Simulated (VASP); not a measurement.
A run of VASP 6.6.1 is set up as follows.

Contents of INCAR:

```
SYSTEM = MgAsIr3
ALGO = Normal
EDIFF = 1E-7
ENCUT = 520
GGA = PE
ISIF = 2
ISMEAR = 0
LASPH = .True.
LCHARG = .False.
LREAL = .False.
LWAVE = .False.
NBANDS = 25
NELM = 100
PREC = Accurate
SIGMA = 0.1
```

KPOINTS

```
k-points
0
Gamma
  8 8 8
  0 0 0
```

File POSCAR:

```
MgAsIr3
1.0
    4.5618100423      0.0000000000      0.0000000000
    0.0000000000      4.5618100423      0.0000000000
    0.0000000000      0.0000000000      4.5618100423
Mg As Ir
1 1 3
Direct
    0.0000000000      0.0000000000      0.0000000000
    0.5000000000      0.5000000000      0.5000000000
    0.5000000000      0.5000000000      0.0000000000
    0.0000000000      0.5000000000      0.5000000000
    0.5000000000      0.0000000000      0.5000000000
```

Potentials or basis: VASP PAW PBE potentials, release 64 (Mg, As, Ir).

Launch:

```bash
$ cat potpaw_PBE.64/Mg/POTCAR potpaw_PBE.64/As/POTCAR potpaw_PBE.64/Ir/POTCAR > POTCAR
$ mpirun -np 1 vasp_std > vasp.out
```

(1) Estimate the pressure.

(2) Predict the band gap on the k mesh.

## Answers

(1) 0.8 GPa.

(2) zero (band 17 reaches 5.62 eV, above the bottom of band 18 at 5.31 eV).

Caveat: spin-orbit coupling is left out, which moves the levels of the heavy elements.
